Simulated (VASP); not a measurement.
Write the native input for VASP 6.6.1 that does the following.

* Task: single point
* Functional: LDA
* Potentials or basis: VASP PAW LDA potentials, release 64 (Al, Ga_d, N)
* Cutoff: 520 eV
* k mesh: 8 × 8 × 6
* Occupations: gaussian, width 0.02 eV
* Spin: no spin polarisation
* Dipole correction: no
* Further INCAR settings: ALGO = Normal; EDIFF = 1e-07; NBANDS = 21

The structure of AlGaN2 lies in POSCAR:

```
AlGaN2
1.0
    3.1461328943      0.0000000000      0.0000000000
    0.0000000000      3.1461328943      0.0000000000
    0.0000000000      0.0000000000      4.4277422218
Al Ga N
1 1 2
Direct
    0.5000000000      0.5000000000      0.5000000000
    0.0000000000      0.0000000000      0.0000000000
    0.5000000000      0.0000000000      0.7400513253
    0.0000000000      0.5000000000      0.2599486747
```

This cell differs from its parent crystal: volume scaled by 1.03, then relaxed in part.

These files were run (other wordings do the same):

INCAR

```
SYSTEM = AlGaN2
PREC = Accurate
ENCUT = 520
EDIFF = 1E-7
ISMEAR = 0
SIGMA = 0.02
LREAL = .FALSE.
LASPH = .TRUE.
NELM = 60
ALGO = Normal
ISIF = 2
LWAVE = .FALSE.
LCHARG = .FALSE.
NBANDS = 21
```

KPOINTS

```
regular mesh
0
G
  8 8 6
  0 0 0
```

Potentials or basis: VASP PAW LDA potentials, release 64 (Al, Ga_d, N).

Command:

```bash
$ cat potpaw_LDA.64/Al/POTCAR potpaw_LDA.64/Ga_d/POTCAR potpaw_LDA.64/N/POTCAR > POTCAR
$ mpirun -np 1 vasp_std > vasp.out
```

It gave:

```
Pressure               : -5.0 GPa
Largest force          : 0.023 eV/Å
Band gap on the k mesh : 2.85 eV, direct
```

Wall time 25 s on 1 thread of AMD EPYC 9R45 96-Core Processor (Zen 5) (shared host), peak memory 0.15 GiB.
